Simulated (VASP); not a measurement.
# Co (P6_3/mmc) in VASP: a series of runs

The runs below take Co through single point, with PBEsol.

Program: VASP 6.6.1. These are calculated values, not measurements. Logs are shortened: lines on timing, memory, paths and dates and some standing lists are left out, and cuts for length are marked.

### Step 1. The cell of the first run

Symmetry: P6_3/mmc, No. 194, hexagonal system. Conventional cell: a = 2.456 Å, b = 2.456 Å, c = 3.969 Å, α = 90.00°, β = 90.00°, γ = 120.00°. Co (site symmetry -6m2) has 12 Co at 2.44 to 2.46 Å within 3.2 Å.

### Step 2. Single point, PBEsol, collinear spin, ferromagnetic start

File INCAR:

```
SYSTEM = Co
PREC = Accurate
ENCUT = 520
EDIFF = 1E-6
ISMEAR = 0
SIGMA = 0.1
LREAL = .FALSE.
LASPH = .TRUE.
NELM = 150
ALGO = Normal
ISIF = 2
LWAVE = .FALSE.
LCHARG = .FALSE.
ISPIN = 2
MAGMOM = 1.78 1.78
LORBIT = 11
LMAXMIX = 4
GGA = PS
NBANDS = 20
```

File KPOINTS:

```
Automatic mesh
0
G
  18 18 10
  0 0 0
```

File POSCAR:

```
Co
1.0
    2.4564189030      0.0000000000      0.0000000000
   -1.2282094515      2.1273211723      0.0000000000
    0.0000000000      0.0000000000      3.9694710870
Co
2
Direct
    0.6666666667      0.3333333333      0.2500068745
    0.3333333333      0.6666666667      0.7499931255
```

Potentials or basis: VASP PAW PBE potentials, release 64 (Co).

Command:

```console
$ cat potpaw_PBE.64/Co/POTCAR > POTCAR
$ mpirun -np 1 vasp_std > vasp.out
```

OUTCAR:

```text
SYSTEM = Co
   PREC = Accurate
   ENCUT = 520
   EDIFF = 1E-6
   ISMEAR = 0
   LREAL = .FALSE.
   LASPH = .TRUE.
   NELM = 150
   ISIF = 2
   ISPIN = 2
   LORBIT = 11
   GGA = PS

 ion  position               nearest neighbor table
   1  0.667  0.333  0.250-   2 2.44   2 2.44   2 2.44   2 2.44   2 2.44   2 2.44
   2  0.333  0.667  0.750-   1 2.44   1 2.44   1 2.44   1 2.44   1 2.44   1 2.44

  LATTYP: Found a hexagonal cell.
 ALAT       =     2.4564189030
 C/A-ratio  =     1.6159585330

  Lattice vectors:

 A1 = (   2.4564189030,   0.0000000000,   0.0000000000)
 A2 = (  -1.2282094515,   2.1273211723,   0.0000000000)
 A3 = (   0.0000000000,   0.0000000000,   3.9694710870)

Analysis of symmetry for initial positions (statically):
=====================================================================
 Subroutine PRICEL returns:
 Original cell was already a primitive cell.

 Routine SETGRP: Setting up the symmetry group for a
 hexagonal supercell.

 Subroutine GETGRP returns: Found 12 space group operations
 (whereof 12 operations were pure point group operations)
 out of a pool of 24 trial point group operations.

The static configuration has the point symmetry D_3d.

Analysis of symmetry for dynamics (positions and initial velocities):
=====================================================================
 Subroutine PRICEL returns:
 Original cell was already a primitive cell.

 Routine SETGRP: Setting up the symmetry group for a
 hexagonal supercell.

 Subroutine GETGRP returns: Found 12 space group operations
 (whereof 12 operations were pure point group operations)
 out of a pool of 24 trial point group operations.

The dynamic configuration has the point symmetry D_3d.

Analysis of structural, dynamic, and magnetic symmetry:
=====================================================================
 Subroutine PRICEL returns:
 Original cell was already a primitive cell.

 Routine SETGRP: Setting up the symmetry group for a
 hexagonal supercell.

 Subroutine GETGRP returns: Found 12 space group operations
 (whereof 12 operations were pure point group operations)
 out of a pool of 24 trial point group operations.

The overall configuration has the point symmetry D_3d.

 Subroutine INISYM returns: Found 12 space group operations
 (whereof 12 operations are pure point group operations),
 and found     1 'primitive' translations

----------------------------------------------------------------------------------------

                                     Primitive cell

  volume of cell :      20.7428

  direct lattice vectors                    reciprocal lattice vectors
[... 107 lines left out ...]
     AMIX_MAG =   1.60;   BMIX_MAG =  1.00
  volume/ion in A,a.u.               =      10.37        69.99
  Fermi-wavevector in a.u.,A,eV,Ry     =   1.561503  2.950814 33.174992  2.438293
  Thomas-Fermi vector in A             =   2.664559
   LORBIT       =     11    0 simple, 1 ext, 2 COOP (PROOUT), +10 PAW based schemes
   GGA     = PS    functional components
   LHFCALC =     F    Hartree Fock is set to
   AEXX    =    0.0000 exact exchange contribution
   IVDW    =     0    specifies the selected vdW correction
   LEPSILON=     F    determine dielectric tensor
   LRPA    =     F    only Hartree local field effects (RPA)
 spin polarized calculation
 Gauss-broadening in eV      SIGMA  =   0.10
  energy-cutoff  :      520.00
  volume of cell :       20.74
 maximum number of plane-waves:       576
   NGX =  9   NGY =  9   NGZ = 15

 number of electron      17.9999973 magnetization       3.1364936

 Free energy of the ion-electron system (eV)
  ---------------------------------------------------
  ext. energy  EPLUGINS =         0.00000000
  ---------------------------------------------------
  free energy    TOTEN  =       -15.47837557 eV

  energy without entropy =      -15.46982714  energy(sigma->0) =      -15.47410136

 E-fermi :  10.7135     XC(G=0): -13.8475

 val. band max:       10.7124669076   @ k =   0.2222   0.1667   0.4000
 cond. band min:      10.7146461157   @ k =   0.2222   0.2222   0.4000
 fundamental gap:      0.0021792082
 Fermi energy:        10.7134674230

 spin component 1

 k-point     1 :       0.0000    0.0000    0.0000
  band No.  band energies     occupation
      1       1.4827      1.00000
      2       5.3632      1.00000
      3       8.0718      1.00000
      4       8.0910      1.00000
      5       8.0910      1.00000
      6       8.4309      1.00000
[... 541 lines left out ...]
     19      33.9574      0.00000
     20      36.3744      0.00000

 [... further k-points ...]

 spin component 2

 k-point     1 :       0.0000    0.0000    0.0000
  band No.  band energies     occupation
      1       1.5463      1.00000
      2       6.2959      1.00000
      3       9.6489      1.00000
      4       9.6686      1.00000
      5       9.6686      1.00000
      6      10.0617      1.00000
[... 541 lines left out ...]
     19      34.3039      0.00000
     20      36.7834      0.00000

 [... further k-points ...]
[... 5 lines left out ...]
  --------------------------------------------------------------------------------------
  -------------------------------------------------------------------------------------
  Total       -0.1128398     -0.1128398     -0.1309523      0.0000000      0.0000000      0.0000000
  in kB       -8.7157531     -8.7157531    -10.1147562      0.0000000      0.0000000      0.0000000
  external PRESSURE =      -9.1820875 kB  Pullay stress =       0.0000000 kB

 VOLUME and BASIS-vectors are now :
 -----------------------------------------------------------------------------
  energy-cutoff  :      520.00
  volume of cell :       20.74
      direct lattice vectors                 reciprocal lattice vectors
     2.456418903  0.000000000  0.000000000     0.407096688  0.235037382  0.000000000
    -1.228209451  2.127321172  0.000000000     0.000000000  0.470074765  0.000000000
     0.000000000  0.000000000  3.969471087     0.000000000  0.000000000  0.251922732

 POSITION                                       TOTAL-FORCE (eV/Angst)
 -----------------------------------------------------------------------------------
      1.22821      0.70911      0.99240         0.000000     -0.000000     -0.000406
     -0.00000      1.41821      2.97708        -0.000000      0.000000      0.000406
 -----------------------------------------------------------------------------------
    total drift:                               -0.000000      0.000000     -0.000000

  FREE ENERGIE OF THE ION-ELECTRON SYSTEM (eV)
  ---------------------------------------------------
  free  energy   TOTEN  =       -15.4783755733 eV

  energy  without entropy=      -15.4698271444  energy(sigma->0) =      -15.47410136

 total charge

# of ion       s       p       d       tot
------------------------------------------
    1        0.508   0.565   7.290   8.363
    2        0.508   0.565   7.290   8.363
--------------------------------------------------
tot          1.016   1.130  14.580  16.726

 magnetization (x)

# of ion       s       p       d       tot
------------------------------------------
    1       -0.015  -0.053   1.644   1.576
    2       -0.015  -0.053   1.644   1.576
--------------------------------------------------
tot         -0.031  -0.105   3.288   3.152
```

OSZICAR:

```text
N       E                     dE             d eps       ncg     rms          rms(c)
DAV:   1     0.835306553263E+02    0.83531E+02   -0.78909E+03 28004   0.120E+03
DAV:   2    -0.133830192335E+02   -0.96914E+02   -0.87078E+02 26780   0.218E+02
DAV:   3    -0.179234330352E+02   -0.45404E+01   -0.43540E+01 29996   0.567E+01
DAV:   4    -0.179917976075E+02   -0.68365E-01   -0.68311E-01 32092   0.615E+00
DAV:   5    -0.179938164937E+02   -0.20189E-02   -0.20188E-02 30684   0.101E+00    0.165E+01
DAV:   6    -0.159162615321E+02    0.20776E+01   -0.80111E+00 30060   0.596E+01    0.707E+00
DAV:   7    -0.155202444773E+02    0.39602E+00   -0.12248E+00 31648   0.210E+01    0.395E+00
DAV:   8    -0.154960089453E+02    0.24236E-01   -0.15788E-02 35852   0.117E+00    0.185E+00
DAV:   9    -0.154789873277E+02    0.17022E-01   -0.22998E-03 45160   0.886E-01    0.565E-01
DAV:  10    -0.154784612506E+02    0.52608E-03   -0.71533E-04 35824   0.377E-01    0.992E-02
DAV:  11    -0.154783850597E+02    0.76191E-04   -0.33245E-05 39720   0.628E-02    0.304E-02
DAV:  12    -0.154783770378E+02    0.80219E-05   -0.46005E-06 29584   0.180E-02    0.176E-02
DAV:  13    -0.154783758390E+02    0.11988E-05   -0.18621E-06 23972   0.173E-02    0.864E-03
DAV:  14    -0.154783755733E+02    0.26568E-06   -0.43164E-07 16876   0.681E-03
   1 F= -.15478376E+02 E0= -.15474101E+02  d E =-.854843E-02  mag=     3.1368
```

stdout:

```text
POSCAR found type information on POSCAR Co
 POSCAR found :  1 types and       2 ions
 scaLAPACK will be used
 -----------------------------------------------------------------------------
|                                                                             |
|                                                                             |
|     You enforced a specific xc type in the INCAR file but a different       |
|     I HOPE YOU KNOW WHAT YOU ARE DOING!                                     |
|                                                                             |
 -----------------------------------------------------------------------------

 LDA part: xc-table for (Slater+PW92), standard interpolation
 POSCAR, INCAR and KPOINTS ok, starting setup
 FFT: planning ... GRIDC
 FFT: planning ... GRID_SOFT
 FFT: planning ... GRID
 WAVECAR not read
 entering main loop
```

Run time: 3.3 min. Hardware: 1 thread of Intel Xeon Platinum 8259CL at 2.50GHz (Skylake/Cascade Lake), shared host; peak memory 0.29 GiB.

Results:

| Quantity | Value |
| --- | --- |
| Free energy | -15.4784 eV |
| Pressure | -0.9 GPa |
| Net moment | 3.14 μB per cell |
| Site moments | Co +1.58 μB |
| Valence electrons inside the program's atomic spheres | Co 8.36 |

Levels at points of the mesh, in eV from the Fermi level:
Spin up:
| k point | band 8 | band 9 | band 10 | band 11 | band 12 | band 13 | band 14 | band 15 |
| --- | --- | --- | --- | --- | --- | --- | --- | --- |
| (0.00, 0.00, 0.00) | -1.91 | -1.91 | -0.72 | -0.72 | -0.14 | 6.77 | 22.30 | 25.30 |
| (0.50, 0.00, 0.00) | -0.58 | -0.47 | -0.42 | 1.44 | 3.54 | 10.02 | 10.72 | 13.15 |
| (0.00, 0.00, 0.50) | -2.70 | -1.05 | -1.05 | -1.05 | -1.05 | 15.53 | 15.53 | 23.06 |
| (0.50, 0.00, 0.50) | -1.00 | -0.48 | -0.48 | 1.64 | 1.64 | 7.66 | 7.66 | 18.89 |
Spin down:
```tsv
k point	band 4	band 5	band 6	band 7	band 8	band 9	band 10	band 11
(0.00, 0.00, 0.00)	-1.04	-1.04	-0.65	-0.65	-0.21	-0.21	-0.12	1.10
(0.50, 0.00, 0.00)	-1.93	-1.22	-1.11	-0.67	1.24	1.38	1.42	2.68
(0.00, 0.00, 0.50)	-1.64	-1.12	-1.12	-1.12	-1.12	0.74	0.74	0.74
(0.50, 0.00, 0.50)	-2.54	-0.09	-0.09	0.26	0.26	1.35	1.35	2.32
```

Caveat: the PAW data sets were made with another functional, which shifts forces and pressure a little.

[end of part 1 of 2]
